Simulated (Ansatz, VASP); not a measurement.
**CaO in VASP and in Ansatz**

```
Ca O
1.0
     0.00000    2.27960    2.27960
     2.27960    0.00000    2.27960
     2.27960    2.27960    0.00000
Ca O
1 1
Direct
  0.00000 0.00000 0.00000
  0.50000 0.50000 0.50000
```

Alike in both runs: task single point; functional r2SCAN; k mesh 10 × 10 × 10; occupations gaussian, width 0.05 eV; no spin polarisation.

|  | VASP | Ansatz |
| --- | --- | --- |
| version | VASP 6.6.1 | Ansatz 0.2.0 |
| potentials or method | VASP PAW PBE potentials, release 64 (Ca_sv, O_h), cutoff 1480 eV | scalar-relativistic, plane waves, PAW |
| valence electrons in the cell | 16 | 16 |

```tsv
	VASP	Ansatz	Ansatz less VASP
gap on the k mesh at the Fermi level (eV)	4.08	4.10	+0.016
pressure (GPa)	26.2	24.5	-1.70
```

VASP's potentials were made for PBE, not for r2SCAN. The functional is the same, so the differences come from potentials, cutoffs and numerics.
